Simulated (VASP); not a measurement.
# CaCoC4N4 (P-43m) in VASP: a series of runs

CaCoC4N4 is run at these levels: PBE; tasks: single point.

Program: VASP 6.6.1. These are calculated values, not measurements. Logs are shortened: lines on timing, memory, paths and dates and some standing lists are left out, and cuts for length are marked.

### 1 The cell of the first run

The structure is cubic, space group P-43m (No. 215). The conventional cell has a = 6.116 Å, b = 6.116 Å, c = 6.116 Å, α = 90.00°, β = 90.00°, γ = 90.00°. Ca (site symmetry -43m) has 4 N at 2.21 Å within 2.9 Å. Co (site symmetry -43m) has 4 C at 1.92 Å within 2.5 Å. Within 1.6 Å of C (site symmetry 3m) lie 1 N at 1.17 Å. N (site symmetry 3m) has 1 C at 1.17 Å within 1.6 Å.

### 2 Single point, PBE, collinear spin, ferromagnetic start

File INCAR:

```
SYSTEM = CaCoC4N4
ALGO = Normal
EDIFF = 1E-6
ENCUT = 520
GGA = PE
ISIF = 2
ISMEAR = 0
ISPIN = 2
LASPH = .True.
LCHARG = .False.
LMAXMIX = 4
LORBIT = 11
LREAL = .False.
LWAVE = .False.
MAGMOM = 0 3 0 0 0 0 0 0 0 0
NBANDS = 42
NELM = 150
PREC = Accurate
SIGMA = 0.1
```

File KPOINTS:

```
k-points
0
Gamma
  4 4 4
  0 0 0
```

File POSCAR:

```
CaCoC4N4
1.0
    6.1164487500      0.0000000000      0.0000000000
    0.0000000000      6.1164487500      0.0000000000
    0.0000000000      0.0000000000      6.1164487500
Ca Co C N
1 1 4 4
Direct
    0.5000000000      0.5000000000      0.5000000000
    0.0000000000      0.0000000000      0.0000000000
    0.1809514800      0.1809514800      0.1809514800
    0.1809514800      0.8190485200      0.8190485200
    0.8190485200      0.1809514800      0.8190485200
    0.8190485200      0.8190485200      0.1809514800
    0.2913913500      0.2913913500      0.2913913500
    0.2913913500      0.7086086500      0.7086086500
    0.7086086500      0.2913913500      0.7086086500
    0.7086086500      0.7086086500      0.2913913500
```

Potentials or basis: VASP PAW PBE potentials, release 64 (Ca_sv, Co, C, N).

Launch:

```sh
$ cat potpaw_PBE.64/Ca_sv/POTCAR potpaw_PBE.64/Co/POTCAR potpaw_PBE.64/C/POTCAR potpaw_PBE.64/N/POTCAR > POTCAR
$ mpirun -np 1 vasp_std > vasp.out
```

OUTCAR:

```text
SYSTEM = CaCoC4N4
   EDIFF = 1E-6
   ENCUT = 520
   GGA = PE
   ISIF = 2
   ISMEAR = 0
   ISPIN = 2
   LASPH = .True.
   LORBIT = 11
   LREAL = .False.
   NELM = 150
   PREC = Accurate

 ion  position               nearest neighbor table
   1  0.500  0.500  0.500-   7 2.21   8 2.21   9 2.21  10 2.21
   2  0.000  0.000  0.000-   3 1.92   4 1.92   5 1.92   6 1.92
   3  0.181  0.181  0.181-   7 1.17   2 1.92
   4  0.181  0.819  0.819-   8 1.17   2 1.92
   5  0.819  0.181  0.819-   9 1.17   2 1.92
   6  0.819  0.819  0.181-  10 1.17   2 1.92
   7  0.291  0.291  0.291-   3 1.17   1 2.21
   8  0.291  0.709  0.709-   4 1.17   1 2.21
   9  0.709  0.291  0.709-   5 1.17   1 2.21
  10  0.709  0.709  0.291-   6 1.17   1 2.21

  LATTYP: Found a simple cubic cell.
 ALAT       =     6.1164487500

  Lattice vectors:

 A1 = (   6.1164487500,   0.0000000000,   0.0000000000)
 A2 = (   0.0000000000,   6.1164487500,   0.0000000000)
 A3 = (   0.0000000000,   0.0000000000,   6.1164487500)

Analysis of symmetry for initial positions (statically):
=====================================================================
 Subroutine PRICEL returns:
 Original cell was already a primitive cell.

 Routine SETGRP: Setting up the symmetry group for a
 simple cubic supercell.

 Subroutine GETGRP returns: Found 24 space group operations
 (whereof 24 operations were pure point group operations)
 out of a pool of 48 trial point group operations.

The static configuration has the point symmetry T_d .

Analysis of symmetry for dynamics (positions and initial velocities):
=====================================================================
 Subroutine PRICEL returns:
 Original cell was already a primitive cell.

 Routine SETGRP: Setting up the symmetry group for a
 simple cubic supercell.

 Subroutine GETGRP returns: Found 24 space group operations
 (whereof 24 operations were pure point group operations)
 out of a pool of 48 trial point group operations.

The dynamic configuration has the point symmetry T_d .

Analysis of structural, dynamic, and magnetic symmetry:
=====================================================================
 Subroutine PRICEL returns:
 Original cell was already a primitive cell.

 Routine SETGRP: Setting up the symmetry group for a
 simple cubic supercell.

 Subroutine GETGRP returns: Found 24 space group operations
 (whereof 24 operations were pure point group operations)
 out of a pool of 48 trial point group operations.

The overall configuration has the point symmetry T_d .

 Subroutine INISYM returns: Found 24 space group operations
 (whereof 24 operations are pure point group operations),
 and found     1 'primitive' translations

----------------------------------------------------------------------------------------

                                     Primitive cell

  volume of cell :     228.8221

  direct lattice vectors                    reciprocal lattice vectors
     6.116448750  0.000000000  0.000000000     0.163493563  0.000000000  0.000000000
     0.000000000  6.116448750  0.000000000     0.000000000  0.163493563  0.000000000
     0.000000000  0.000000000  6.116448750     0.000000000  0.000000000  0.163493563

  length of vectors
     6.116448750  6.116448750  6.116448750     0.163493563  0.163493563  0.163493563

  position of ions in fractional coordinates (direct lattice)
     0.500000000  0.500000000  0.500000000
     0.000000000  0.000000000  0.000000000
     0.180951480  0.180951480  0.180951480
     0.180951480  0.819048520  0.819048520
     0.819048520  0.180951480  0.819048520
     0.819048520  0.819048520  0.180951480
     0.291391350  0.291391350  0.291391350
     0.291391350  0.708608650  0.708608650
     0.708608650  0.291391350  0.708608650
     0.708608650  0.708608650  0.291391350

  ion indices of the primitive-cell ions
   primitive index   ion index
                 1           1
                 2           2
                 3           3
                 4           4
                 5           5
                 6           6
                 7           7
[... 49 lines left out ...]
   NGXF,Y,Z  is equivalent  to a cutoff of  26.09, 26.09, 26.09 a.u.
 SYSTEM =  CaCoC4N4
   PREC   = accura    normal or accurate (medium, high low for compatibility)
   ISTART =      0    job   : 0-new  1-cont  2-samecut
   ICHARG =      2    charge: 1-file 2-atom 10-const
   ISPIN  =      2    spin polarized calculation?
   LNONCOLLINEAR =      F non collinear calculations
   LSORBIT =      F    spin-orbit coupling
   LASPH  =      T    aspherical Exc in radial PAW
   ENCUT  =  520.0 eV  38.22 Ry    6.18 a.u.  11.37 11.37 11.37*2*pi/ulx,y,z
   NELM   =    150;   NELMIN=  2; NELMDL= -5     # of ELM steps
   EDIFF  = 0.1E-05   stopping-criterion for ELM
   LREAL  =      F    real-space projection
   EDIFFG = 0.1E-04   stopping-criterion for IOM
   NSW    =      0    number of steps for IOM
   IBRION =     -1    ionic relax: 0-MD 1-quasi-New 2-CG
   NFREE  =      0    steps in history (QN), initial steepest desc. (CG)
   ISIF   =      2    stress and relaxation
   ISYM   =      2    0-nonsym 1-usesym 2-fastsym
   POTIM  = 0.5000    time-step for ionic-motion
   TEBEG  =    0.0;   TEEND  =   0.0 temperature during run
   PSTRESS=    0.0 pullay stress
   NELECT =      55.0000    total number of electrons
   NUPDOWN=      -1.0000    fix difference up-down
   EMIN   =  10.00;   EMAX   =-10.00  energy-range for DOS
   EFERMI =   0.00;   METHOD = LEGACY
   ISMEAR =     0;   SIGMA  =   0.10  broadening in eV -4-tet -1-fermi 0-gaus
   EFERMI_NEDOS =   21; number of points for ismear=-14 and -15
   IALGO  =     38    algorithm
   IMIX   =      4    mixing-type and parameters
     AMIX     =   0.40;   BMIX     =  1.00
     AMIX_MAG =   1.60;   BMIX_MAG =  1.00
  volume/ion in A,a.u.               =      22.88       154.42
  Fermi-wavevector in a.u.,A,eV,Ry     =   1.017880  1.923513 14.096707  1.036079
  Thomas-Fermi vector in A             =   2.151306
   LORBIT       =     11    0 simple, 1 ext, 2 COOP (PROOUT), +10 PAW based schemes
   GGA     = PE    functional components
   LHFCALC =     F    Hartree Fock is set to
   AEXX    =    0.0000 exact exchange contribution
   IVDW    =     0    specifies the selected vdW correction
   LEPSILON=     F    determine dielectric tensor
   LRPA    =     F    only Hartree local field effects (RPA)
 spin polarized calculation
 Gauss-broadening in eV      SIGMA  =   0.10
  energy-cutoff  :      520.00
  volume of cell :      228.82
 maximum number of plane-waves:      6196
 NGX is ok and might be reduce to    48
   NGX = 23   NGY = 23   NGZ = 23

 number of electron      55.0000017 magnetization       2.9999436

 Free energy of the ion-electron system (eV)
  ---------------------------------------------------
  ext. energy  EPLUGINS =         0.00000000
  ---------------------------------------------------
  free energy    TOTEN  =       -78.48873393 eV

  energy without entropy =      -78.48873393  energy(sigma->0) =      -78.48873393

 E-fermi :  -1.7534     XC(G=0):  -6.6948

 val. band max:       -2.3137811329   @ k =   0.5000   0.5000   0.0000
 cond. band min:      -0.7444407544   @ k =   0.5000   0.0000   0.0000
 fundamental gap:      1.5693403785
 Fermi energy:        -1.7534391054

 spin component 1

 k-point     1 :       0.0000    0.0000    0.0000
  band No.  band energies     occupation
      1     -40.1501      1.00000
      2     -21.3730      1.00000
      3     -21.3730      1.00000
      4     -21.3730      1.00000
      5     -18.6996      1.00000
      6     -18.5553      1.00000
[... 409 lines left out ...]
     38       5.0232      0.00000
     39       5.0232      0.00000
 Fermi energy:        -1.7534391054

 spin component 2

 k-point     1 :       0.0000    0.0000    0.0000
  band No.  band energies     occupation
      1     -40.1453      1.00000
      2     -21.3643      1.00000
      3     -21.3643      1.00000
      4     -21.3643      1.00000
      5     -18.5975      1.00000
      6     -18.4565      1.00000
[... 409 lines left out ...]
     38       5.1625      0.00000
     39       5.1625      0.00000
 [bands above 39 left out]

------------------------ aborting loop because EDIFF is reached ----------------------------------------

  FORCE on cell =-STRESS in cart. coord.  units (eV):
  Direction    XX          YY          ZZ          XY          YZ          ZX
  --------------------------------------------------------------------------------------
  -------------------------------------------------------------------------------------
  Total        4.8336862      4.8336862      4.8336862      0.0000000     -0.0000000      0.0000000
  in kB       33.8447270     33.8447270     33.8447270      0.0000000     -0.0000000      0.0000000
  external PRESSURE =      33.8447270 kB  Pullay stress =       0.0000000 kB

 VOLUME and BASIS-vectors are now :
 -----------------------------------------------------------------------------
  energy-cutoff  :      520.00
  volume of cell :      228.82
      direct lattice vectors                 reciprocal lattice vectors
     6.116448750  0.000000000  0.000000000     0.163493563  0.000000000  0.000000000
     0.000000000  6.116448750  0.000000000     0.000000000  0.163493563  0.000000000
     0.000000000  0.000000000  6.116448750     0.000000000  0.000000000  0.163493563

 POSITION                                       TOTAL-FORCE (eV/Angst)
 -----------------------------------------------------------------------------------
      3.05822      3.05822      3.05822         0.000000     -0.000000     -0.000000
      0.00000      0.00000      0.00000         0.000000     -0.000000      0.000000
      1.10678      1.10678      1.10678        -0.259941     -0.259941     -0.259941
      1.10678      5.00967      5.00967        -0.259941      0.259941      0.259941
      5.00967      1.10678      5.00967         0.259941     -0.259941      0.259941
      5.00967      5.00967      1.10678         0.259941      0.259941     -0.259941
      1.78228      1.78228      1.78228        -0.388947     -0.388947     -0.388947
      1.78228      4.33417      4.33417        -0.388947      0.388947      0.388947
      4.33417      1.78228      4.33417         0.388947     -0.388947      0.388947
      4.33417      4.33417      1.78228         0.388947      0.388947     -0.388947
 -----------------------------------------------------------------------------------
    total drift:                                0.000000      0.000000     -0.000000

  FREE ENERGIE OF THE ION-ELECTRON SYSTEM (eV)
  ---------------------------------------------------
  free  energy   TOTEN  =       -78.4887339315 eV

  energy  without entropy=      -78.4887339315  energy(sigma->0) =      -78.48873393

 total charge

# of ion       s       p       d       tot
------------------------------------------
    1        2.050   5.891   0.301   8.241
    2        0.493   0.687   7.141   8.321
    3        0.965   1.629   0.000   2.595
    4        0.965   1.629   0.000   2.595
    5        0.965   1.629   0.000   2.595
    6        0.965   1.629   0.000   2.595
    7        1.318   2.589   0.000   3.908
    8        1.318   2.589   0.000   3.908
    9        1.318   2.589   0.000   3.908
   10        1.318   2.589   0.000   3.908
--------------------------------------------------
tot         11.677  23.453   7.441  42.571

 magnetization (x)

# of ion       s       p       d       tot
------------------------------------------
    1        0.000   0.001   0.004   0.006
    2        0.012   0.156   2.013   2.181
    3        0.013   0.016   0.000   0.029
    4        0.013   0.016   0.000   0.029
    5        0.013   0.016   0.000   0.029
    6        0.013   0.016   0.000   0.029
    7        0.003   0.057   0.000   0.060
    8        0.003   0.057   0.000   0.060
    9        0.003   0.057   0.000   0.060
   10        0.003   0.057   0.000   0.060
--------------------------------------------------
tot          0.078   0.449   2.017   2.544
```

Wall time 2.4 min (1 thread of Intel Xeon 6975P-C (Granite Rapids), shared host); peak memory 0.5 GiB.

What came out:

* Free energy: -78.4887 eV
* Pressure: 3.4 GPa
* Largest force: 0.674 eV/Å
* Band gap on the k mesh: 1.57 eV (least direct gap 1.58 eV)
* Net moment: 3.00 μB per cell
* Site moments: Ca +0.01; Co +2.18; C +0.03; N +0.06 μB
* Valence electrons inside the program's atomic spheres: Ca 8.24; Co 8.32; C 2.60; N 3.91

Forces on the atoms (eV/Å):
```
Ca   0.000  0.000  0.000
Co   0.000  0.000  0.000
C   -0.260 -0.260 -0.260
C   -0.260  0.260  0.260
C    0.260 -0.260  0.260
C    0.260  0.260 -0.260
N   -0.389 -0.389 -0.389
N   -0.389  0.389  0.389
N    0.389 -0.389  0.389
N    0.389  0.389 -0.389
```

Levels at points of the mesh, in eV from the valence-band top:
Spin up:
```
           k point  band 25  band 26  band 27  band 28  band 29  band 30  band 31  band 32  band 33  band 34
(0.00, 0.00, 0.00)    -1.15    -1.15    -0.20    -0.20    -0.20     4.60     4.60     4.60     4.91     4.91
(0.50, 0.00, 0.00)    -1.10    -1.03    -0.24    -0.18    -0.18     4.67     4.97     4.97     5.18     5.26
(0.50, 0.50, 0.00)    -1.07    -0.99    -0.26    -0.15    -0.15     4.69     5.20     5.20     5.43     5.43
(0.50, 0.50, 0.50)    -1.07    -1.07    -0.19    -0.19    -0.19     4.93     4.93     5.12     5.12     5.12
```
Spin down:
| k point | band 24 | band 25 | band 26 | band 27 | band 28 | band 29 |
| --- | --- | --- | --- | --- | --- | --- |
| (0.00, 0.00, 0.00) | -2.21 | -0.10 | -0.10 | 1.58 | 1.58 | 1.58 |
| (0.50, 0.00, 0.00) | -2.22 | -0.08 | -0.01 | 1.57 | 1.65 | 1.65 |
| (0.50, 0.50, 0.00) | -2.22 | -0.05 | 0.00 | 1.59 | 1.69 | 1.69 |
| (0.50, 0.50, 0.50) | -2.11 | -0.07 | -0.07 | 1.66 | 1.67 | 1.67 |

Caveat: the cell stands under pressure; a cell with one magnetic atom can't hold antiferromagnetic order, which such compounds often take.

### 3 Single point, PBE, collinear spin, ferromagnetic start

This run uses another cell than the first one, of 24.66 Å³/atom.

File INCAR:

```
PREC     = Accurate       # precision mode
ENCUT    = 520            # plane-wave cutoff, eV
EDIFF    = 1E-6           # SCF threshold, eV
ISMEAR   = 0              # smearing method
SIGMA    = 0.1            # smearing width, eV
LREAL    = False          # projectors in reciprocal space
LASPH    = True           # aspherical terms in the spheres
NELM     = 150            # most SCF steps
ALGO     = Normal         # electronic algorithm
ISIF     = 2              # what is computed and relaxed
LWAVE    = False          # write WAVECAR
LCHARG   = False          # write CHGCAR
ISPIN    = 2              # spin polarisation
MAGMOM   = 0 3 0 0 0 0 0 0 0 0 # initial moments
LORBIT   = 11             # projections on sites
LMAXMIX  = 4              # l up to which the mixer works
GGA      = PE             # functional
NBANDS   = 42             # bands
```

File KPOINTS:

```
Automatic mesh
0
Gamma
  4 4 4
```

File POSCAR:

```
CaCoC4N4
1.0
    6.2705488092      0.0000000000      0.0000000000
    0.0000000000      6.2705488092      0.0000000000
    0.0000000000      0.0000000000      6.2705488092
Ca Co C N
1 1 4 4
Direct
    0.5000000000      0.5000000000      0.5000000000
    0.0000000000      0.0000000000      0.0000000000
    0.1766789302      0.1766789302      0.1766789302
    0.1766789302      0.8233210698      0.8233210698
    0.8233210698      0.1766789302      0.8233210698
    0.8233210698      0.8233210698      0.1766789302
    0.2844654538      0.2844654538      0.2844654538
    0.2844654538      0.7155345462      0.7155345462
    0.7155345462      0.2844654538      0.7155345462
    0.7155345462      0.7155345462      0.2844654538
```

Potentials or basis: VASP PAW PBE potentials, release 64 (Ca_sv, Co, C, N).

Launch:

```sh
$ cat potpaw_PBE.64/Ca_sv/POTCAR potpaw_PBE.64/Co/POTCAR potpaw_PBE.64/C/POTCAR potpaw_PBE.64/N/POTCAR > POTCAR
$ mpirun -np 1 vasp_std > vasp.out
```

Wall time 2.1 min (1 thread of Intel Xeon 6975P-C (Granite Rapids), shared host); peak memory 0.5 GiB.

Results (log left out):

```yaml
Free_energy: -78.8168 eV
Pressure: 0.7 GPa
Largest_force: 0.348 eV/Å
Band_gap_on_the_k_mesh: 1.59 eV (least direct gap 1.60 eV)
Net_moment: 3.00 μB per cell
Site_moments: Ca +0.00; Co +2.19; C +0.03; N +0.06 μB
Valence_electrons_inside_the_program's_atomic_spheres: Ca 8.11; Co 8.31; C 2.59; N 3.89
```

Forces on the atoms (eV/Å):
```
Ca   0.000  0.000  0.000
Co   0.000  0.000  0.000
C   -0.184 -0.184 -0.184
C   -0.184  0.184  0.184
C    0.184 -0.184  0.184
C    0.184  0.184 -0.184
N    0.201  0.201  0.201
N    0.201 -0.201 -0.201
N   -0.201  0.201 -0.201
N   -0.201 -0.201  0.201
```

Levels at points of the mesh, in eV from the valence-band top:
Spin up:
```csv
k point,band 25,band 26,band 27,band 28,band 29,band 30,band 31,band 32,band 33,band 34
"(0.00, 0.00, 0.00)",-1.12,-1.12,-0.21,-0.21,-0.21,4.57,4.57,4.57,4.84,4.84
"(0.50, 0.00, 0.00)",-1.08,-1.04,-0.23,-0.19,-0.19,4.63,4.92,4.92,5.07,5.09
"(0.50, 0.50, 0.00)",-1.06,-1.00,-0.26,-0.16,-0.16,4.64,5.09,5.15,5.36,5.36
"(0.50, 0.50, 0.50)",-1.05,-1.05,-0.20,-0.20,-0.20,4.85,4.85,5.07,5.07,5.07
```
Spin down:
| k point | band 22 | band 23 | band 24 | band 25 | band 26 | band 27 | band 28 | band 29 | band 30 | band 31 |
| --- | --- | --- | --- | --- | --- | --- | --- | --- | --- | --- |
| (0.00, 0.00, 0.00) | -2.21 | -2.21 | -2.21 | -0.08 | -0.08 | 1.59 | 1.59 | 1.59 | 5.00 | 5.00 |
| (0.50, 0.00, 0.00) | -2.42 | -2.21 | -2.21 | -0.06 | -0.01 | 1.59 | 1.65 | 1.65 | 4.99 | 5.15 |
| (0.50, 0.50, 0.00) | -2.25 | -2.25 | -2.20 | -0.04 | 0.00 | 1.60 | 1.69 | 1.69 | 5.02 | 5.15 |
| (0.50, 0.50, 0.50) | -2.12 | -2.12 | -2.12 | -0.05 | -0.05 | 1.66 | 1.66 | 1.66 | 5.02 | 5.02 |

Caveat: a cell with one magnetic atom can't hold antiferromagnetic order, which such compounds often take.
